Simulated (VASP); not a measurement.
A run of VASP 6.6.1 is set up as follows.

File INCAR:

```
SYSTEM = Cu
ALGO = Normal
EDIFF = 1E-7
ENCUT = 520
GGA = PS
ISIF = 2
ISMEAR = -1
LASPH = .TRUE.
LCHARG = .FALSE.
LREAL = .FALSE.
LWAVE = .FALSE.
NBANDS = 30
NELM = 80
PREC = Accurate
SIGMA = 0.08
```

The input KPOINTS:

```
k-points
0
G
  5 5 9
  0 0 0
```

Contents of POSCAR:

```
Cu
1.0
    0.0000000000      3.6150000000      3.6150000000
    3.6150000000      0.0000000000      3.6150000000
    1.8075000000      1.8075000000      0.0000000000
Cu
4
Direct
   -0.0171904564      0.0028139696      0.0256008299
    0.0207692946      0.5109410788     -0.0307485477
    0.4967986169     -0.0150785615     -0.0213283541
    0.4996226833      0.5013233748      0.0264763485
```

Potentials or basis: VASP PAW PBE potentials, release 64 (Cu).

The run is started by

```sh
$ cat potpaw_PBE.64/Cu/POTCAR > POTCAR
$ mpirun -np 1 vasp_std > vasp.out
```

**Question.** Predict the pressure.

**Answer.** -4.5 GPa.

**Question.** Estimate the largest force.

**Answer.** 0.812 eV/Å.

**Question.** Predict the band gap on the k mesh.

**Answer.** Zero (band 22 reaches 10.56 eV, above the bottom of band 23 at 5.98 eV).

Stress tensor (GPa, compression positive):
```
-4.01 -1.37  1.08
-1.37 -5.26  0.78
 1.08  0.78 -4.12
```

Caveat: the PAW data sets were made with another functional, which shifts forces and pressure a little.
